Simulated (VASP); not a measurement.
Runs of VASP 6.6.1 on LiCl. The structure is that of space group P6_3/mmc (No. 194), or close to it. The cells are those of the table. 

```csv
task,cell,k mesh,cutoff (eV),smearing,gap on the mesh (eV),pressure (GPa),relaxed volume (Å³/atom)
relaxation of cell and atoms,"relaxed from a = 3.208, b = 3.208, c = 8.534 Å, angles 90.0, 90.0, 120.0°, 4 atoms",6 × 6 × 2,600,gaussian 0.1 eV,5.62,-0.1,19.87
relaxation of cell and atoms,"relaxed from a = 4.191, b = 4.191, c = 5.319 Å, angles 90.0, 90.0, 120.0°, 4 atoms",6 × 6 × 4,600,gaussian 0.1 eV,5.56,-0.3,-
single point,"a = 3.208, b = 3.208, c = 8.534 Å, angles 90.0, 90.0, 120.0°, 4 atoms",6 × 6 × 2,520,gaussian 0.1 eV,(a),-,-
single point,"a = 4.191, b = 4.191, c = 5.319 Å, angles 90.0, 90.0, 120.0°, 4 atoms",6 × 6 × 4,520,gaussian 0.1 eV,5.56,-,-
single point,"a = 4.185, b = 4.185, c = 5.296 Å, angles 90.0, 90.0, 120.0°, 4 atoms",6 × 6 × 4,520,gaussian 0.02 eV,5.58,-,-
single point,"a = 4.191, b = 4.191, c = 5.319 Å, angles 90.0, 90.0, 120.0°, 4 atoms",6 × 6 × 2,520,gaussian 0.1 eV,5.55,-,-
relaxation of cell and atoms,"relaxed from a = 4.191, b = 4.191, c = 5.319 Å, angles 90.0, 90.0, 120.0°, 4 atoms",6 × 6 × 4,600,gaussian 0.02 eV,5.59,0.0,(b)
```

Alike in all rows: level PBE; potentials or basis VASP PAW PBE potentials, release 64 (Li_sv, Cl); no spin polarisation.

Task: Estimate the missing entries.

Result: (a) 5.79; (b) 20.02.

Caveats: some runs use coarse meshes; the cutoff is under 1.25 times the usual one of these potentials, so pressure, stress and relaxed cells hold a basis-set (Pulay) error; a cell axis changed by over 15 % at a fixed basis, so the end point is rough (at least some runs); the relaxation stopped at its first step, so nothing moved (at least some runs).

